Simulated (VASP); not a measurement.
# NaH (Fm-3m) in VASP: further runs, part 2 of 2

VASP 6.6.1.

### Step 5. Single point, r2SCAN

Input file POSCAR:

```
NaH
1.0
    0.0000000000      2.3975116377      2.3975116377
    2.3975116377      0.0000000000      2.3975116377
    2.3975116377      2.3975116377      0.0000000000
Na H
1 1
Direct
    0.0000000000      0.0000000000      0.0000000000
    0.5000000000      0.5000000000      0.5000000000
```

Input file INCAR.step1:

```
ALGO     = Normal         # electronic algorithm
EDIFF    = 1E-4           # SCF threshold, eV
ENCUT    = 520            # plane-wave cutoff, eV
GGA      = PE             # functional
ISMEAR   = -1             # smearing method
LASPH    = T              # aspherical terms in the spheres
LCHARG   = F              # write CHGCAR
LREAL    = F              # projectors in reciprocal space
LWAVE    = T              # write WAVECAR
NBANDS   = 11             # bands
NELM     = 100            # most SCF steps
PREC     = Accurate       # precision mode
SIGMA    = 0.02           # smearing width, eV
```

Input file INCAR.step2:

```
ALGO     = Normal         # electronic algorithm
EDIFF    = 1E-6           # SCF threshold, eV
ENCUT    = 520            # plane-wave cutoff, eV
ISIF     = 2              # what is computed and relaxed
ISMEAR   = -1             # smearing method
ISTART   = 1            
LASPH    = T              # aspherical terms in the spheres
LCHARG   = F              # write CHGCAR
LMIXTAU  = T            
LREAL    = F              # projectors in reciprocal space
LWAVE    = F              # write WAVECAR
METAGGA  = R2SCAN         # meta-GGA
NBANDS   = 11             # bands
NELM     = 100            # most SCF steps
PREC     = Accurate       # precision mode
SIGMA    = 0.02           # smearing width, eV
```

Input file KPOINTS:

```
k-points
0
Gamma
  8 8 8
```

Potentials or basis: VASP PAW PBE potentials, release 64 (Na_pv, H).

Started as:

```bash
$ cat potpaw_PBE.64/Na_pv/POTCAR potpaw_PBE.64/H/POTCAR > POTCAR
$ cp INCAR.step1 INCAR
$ mpirun -np 1 vasp_std > vasp.out
$ cp INCAR.step2 INCAR
$ mpirun -np 1 vasp_std > vasp.out
```

OUTCAR:

```text
EDIFF = 1E-6
   ENCUT = 520
   ISIF = 2
   ISMEAR = -1
   ISTART = 1
   LASPH = T
   LREAL = F
   METAGGA = R2SCAN
   NELM = 100
   PREC = Accurate

 ion  position               nearest neighbor table
   1  0.000  0.000  0.000-
   2  0.500  0.500  0.500-

  LATTYP: Found a face centered cubic cell.
 ALAT       =     4.7950232754

  Lattice vectors:

 A1 = (   0.0000000000,   2.3975116377,   2.3975116377)
[... 518 lines left out ...]
     11      21.4952      0.00000

 [... further k-points ...]

------------------------ aborting loop because EDIFF is reached ----------------------------------------

  FORCE on cell =-STRESS in cart. coord.  units (eV):
  Direction    XX          YY          ZZ          XY          YZ          ZX
  --------------------------------------------------------------------------------------
  -------------------------------------------------------------------------------------
  Total       -0.0530808     -0.0530808     -0.0530808     -0.0000000      0.0000000      0.0000000
  in kB       -3.0855752     -3.0855752     -3.0855752     -0.0000000      0.0000000      0.0000000
  external PRESSURE =      -3.0855752 kB  Pullay stress =       0.0000000 kB

 VOLUME and BASIS-vectors are now :
 -----------------------------------------------------------------------------
  energy-cutoff  :      520.00
  volume of cell :       27.56
      direct lattice vectors                 reciprocal lattice vectors
     0.000000000  2.397511638  2.397511638    -0.208549561  0.208549561  0.208549561
     2.397511638  0.000000000  2.397511638     0.208549561 -0.208549561  0.208549561
     2.397511638  2.397511638  0.000000000     0.208549561  0.208549561 -0.208549561

 POSITION                                       TOTAL-FORCE (eV/Angst)
 -----------------------------------------------------------------------------------
      0.00000      0.00000      0.00000         0.000000     -0.000000      0.000000
      2.39751      2.39751      2.39751         0.000000      0.000000      0.000000
 -----------------------------------------------------------------------------------
    total drift:                               -0.000000     -0.000000     -0.000000

  FREE ENERGIE OF THE ION-ELECTRON SYSTEM (eV)
  ---------------------------------------------------
  free  energy   TOTEN  =        -7.6024499723 eV

  energy  without entropy=       -7.6024499723  energy(sigma->0) =       -7.60244997
```

OUTCAR.step1:

```text
EDIFF = 1E-4
   ENCUT = 520
   GGA = PE
   ISMEAR = -1
   LASPH = T
   LREAL = F
[... 555 lines left out ...]
 -----------------------------------------------------------------------------------
      0.00000      0.00000      0.00000        -0.000000      0.000000     -0.000000
      2.39751      2.39751      2.39751         0.000000     -0.000000      0.000000
 -----------------------------------------------------------------------------------
    total drift:                               -0.000000     -0.000000     -0.000000

  FREE ENERGIE OF THE ION-ELECTRON SYSTEM (eV)
  ---------------------------------------------------
  free  energy   TOTEN  =        -5.0863544332 eV

  energy  without entropy=       -5.0863544332  energy(sigma->0) =       -5.08635443
```

OSZICAR.step1:

```text
N       E                     dE             d eps       ncg     rms          rms(c)
DAV:   1     0.361129498623E+02    0.36113E+02   -0.43883E+03   638   0.730E+02
DAV:   2    -0.429469287073E+01   -0.40408E+02   -0.39636E+02   656   0.193E+02
DAV:   3    -0.550753619873E+01   -0.12128E+01   -0.12114E+01   759   0.319E+01
DAV:   4    -0.551577853926E+01   -0.82423E-02   -0.82416E-02   756   0.273E+00
DAV:   5    -0.551585094220E+01   -0.72403E-04   -0.72402E-04   725   0.258E-01    0.321E+00
DAV:   6    -0.517562935151E+01    0.34022E+00   -0.32064E-01   723   0.281E+00    0.149E+00
DAV:   7    -0.508185650032E+01    0.93773E-01   -0.32022E-01   707   0.217E+00    0.349E-01
DAV:   8    -0.508641774256E+01   -0.45612E-02   -0.98481E-03   710   0.967E-01    0.677E-02
DAV:   9    -0.508637041062E+01    0.47332E-04   -0.11217E-03   760   0.360E-01    0.233E-02
DAV:  10    -0.508635443317E+01    0.15977E-04   -0.58506E-05   429   0.498E-02
   1 F= -.50863544E+01 E0= -.50863544E+01  d E =-.793521E-12
```

Run time: 18 s. Hardware: 1 thread of Intel Xeon 6975P-C (Granite Rapids), shared host; peak memory 0.15 GiB.

What came out:

```
Free energy            : -7.6024 eV
Pressure               : -0.3 GPa
Band gap on the k mesh : 4.41 eV (least direct gap 5.26 eV)
```

Levels at points of the mesh, in eV from the valence-band top:
| k point | band 1 | band 2 | band 3 | band 4 | band 5 | band 6 | band 7 | band 8 |
| --- | --- | --- | --- | --- | --- | --- | --- | --- |
| (0.00, 0.00, 0.00) | -22.86 | -22.86 | -22.86 | -3.62 | 11.66 | 16.53 | 16.53 | 16.53 |
| (0.50, 0.00, 0.00) | -22.95 | -22.87 | -22.87 | -0.84 | 4.41 | 11.86 | 14.06 | 14.06 |
| (0.50, 0.50, 0.00) | -22.94 | -22.89 | -22.89 | -0.17 | 5.24 | 10.80 | 11.54 | 11.54 |

Caveat: the PAW data sets were made with another functional, which shifts forces and pressure a little.

### Step 6. Overview

| level | potentials or basis | cell | k mesh | smearing | gap on the mesh (eV) | pressure (GPa) |
| --- | --- | --- | --- | --- | --- | --- |
| PBE | VASP PAW PBE potentials, release 64 (Na_pv, H) | a = 3.391 Å, angles 60.0°, 2 atoms | 6 × 6 × 6 | gaussian 0.01 eV | 3.85 | 0.5 |
| PBEsol | VASP PAW PBE potentials, release 64 (Na_pv, H) | a = 3.388 Å, angles 60.0°, 2 atoms | 8 × 8 × 8 | fermi-dirac 0.02 eV | 3.60 | 0.0 |
| LDA | VASP PAW LDA potentials, release 64 (Na_pv, H) | a = 3.391 Å, angles 60.0°, 2 atoms | 10 × 10 × 10 | gaussian 0.01 eV | 3.46 | -1.7 |
| r2SCAN | VASP PAW PBE potentials, release 64 (Na_pv, H) | a = 3.391 Å, angles 60.0°, 2 atoms | 8 × 8 × 8 | fermi-dirac 0.02 eV | 4.41 | -0.3 |

Alike in all rows: task single point; no spin polarisation; cutoff (eV) 520.

Caveats: the PAW data sets were made with another functional, which shifts forces and pressure a little (at least some runs).

Total energies depend on the potentials used, so only differences within one code and one set of settings carry meaning.
